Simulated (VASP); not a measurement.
A run of VASP 6.6.1:

File INCAR:

```
SYSTEM = Al2O3
PREC     = Accurate       ! precision mode
ENCUT    = 520            ! plane-wave cutoff, eV
EDIFF    = 1E-6           ! SCF threshold, eV
ISMEAR   = 0              ! smearing method
SIGMA    = 0.05           ! smearing width, eV
LREAL    = .FALSE.        ! projectors in reciprocal space
LASPH    = .TRUE.         ! aspherical terms in the spheres
NELM     = 100            ! most SCF steps
ALGO     = Normal         ! electronic algorithm
ISIF     = 2              ! what is computed and relaxed
LWAVE    = .FALSE.        ! write WAVECAR
LCHARG   = .TRUE.         ! write CHGCAR
LELF     = .TRUE.         ! ELF
LVHAR    = .TRUE.       
NBANDS   = 20             ! bands
```

Contents of KPOINTS:

```
Automatic mesh
0
G
  12 12 4
  0 0 0
```

File POSCAR:

```
Al2O3
1.0
    3.2588811475      0.0000000000      0.0000000000
   -1.6294405738      2.8222738617      0.0000000000
    0.0000000000      0.0000000000      6.9686651220
Al O
2 3
Direct
    0.0000000000      0.0000000000      0.2779510000
    0.0000000000      0.0000000000      0.7220490000
    0.3333333333      0.6666666667      0.1994540000
    0.6666666667      0.3333333333      0.8005460000
    0.0000000000      0.0000000000      0.5000000000
```

Potentials or basis: VASP PAW LDA potentials, release 64 (Al, O).

The run is started by

```console
$ cat potpaw_LDA.64/Al/POTCAR potpaw_LDA.64/O/POTCAR > POTCAR
$ mpirun -np 1 vasp_std > vasp.out
```

Hardware: 1 thread of Intel(R) Xeon(R) 6975P-C (Granite Rapids) (shared host).

**Question.** Estimate the wall time of this run.

**Answer.** It took 28 s on 1 thread of Intel(R) Xeon(R) 6975P-C (Granite Rapids), on a shared host, peak memory 0.19 GiB. Counts: scf iterations 14, k points 69.
